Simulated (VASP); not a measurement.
A run of VASP 6.6.1 is set up as follows.

The input INCAR:

```
PREC = Accurate
ENCUT = 520
EDIFF = 1E-6
ISMEAR = 0
SIGMA = 0.02
LREAL = Auto
LASPH = T
NELM = 100
ALGO = Normal
ISIF = 2
LWAVE = F
LCHARG = F
GGA = PS
NBANDS = 57
```

KPOINTS

```
Automatic mesh
0
Gamma
  2 2 1
```

POSCAR

```
H3C18N
1.0
    7.3980000000      0.0000000000      0.0000000000
   -3.6990000000      6.4068560000      0.0000000000
    0.0000000000      0.0000000000     13.0000000000
C N H
18 1 3
Direct
   -0.0031947744      0.0004243614      0.0515763542
    0.2187057066      0.1113939383      0.0515604460
   -0.0022913828      0.3323703558      0.0515592062
    0.2177589490      0.4423383453      0.0515850240
   -0.0046393099      0.6647054584      0.0515425998
    0.2200623111      0.7770712890      0.0515522996
    0.3310857260     -0.0009686339      0.0514848159
    0.5512082205      0.1091503470      0.0513728976
    0.3287700846      0.3314604253      0.0515599065
    0.5535050645      0.4437752828      0.0514938665
    0.3301176364      0.6670342895      0.0515839622
    0.5520749721      0.7780290010      0.0515863527
    0.6621471097     -0.0018340539      0.0514915274
    0.8868342724      0.1105251236      0.0515607305
    0.6635649221      0.3338149306      0.0514284952
    0.8853681430      0.4446859546      0.0515002490
    0.6644396956      0.6656535646      0.0515792681
    0.8844831144      0.7756988854      0.0515698539
    0.6073344210      0.1466470939      0.3217638439
    0.6203918920      0.0806885220      0.3885567506
    0.4888045210      0.1779191858      0.3334255363
    0.5541714051      0.0315130336      0.2671279139
```

Potentials or basis: VASP PAW PBE potentials, release 64 (C, N, H).

Command:

```sh
$ cat potpaw_PBE.64/C/POTCAR potpaw_PBE.64/N/POTCAR potpaw_PBE.64/H/POTCAR > POTCAR
$ mpirun -np 1 vasp_std > vasp.out
```

(1) Predict the largest force.

(2) Estimate the band gap on the k mesh.

## Answers

(1) 0.061 eV/Å.

(2) 0.22 eV, direct.

Caveat: the k points lie up to 0.49 Å⁻¹ apart; the PAW data sets were made with another functional, which shifts forces and pressure a little.
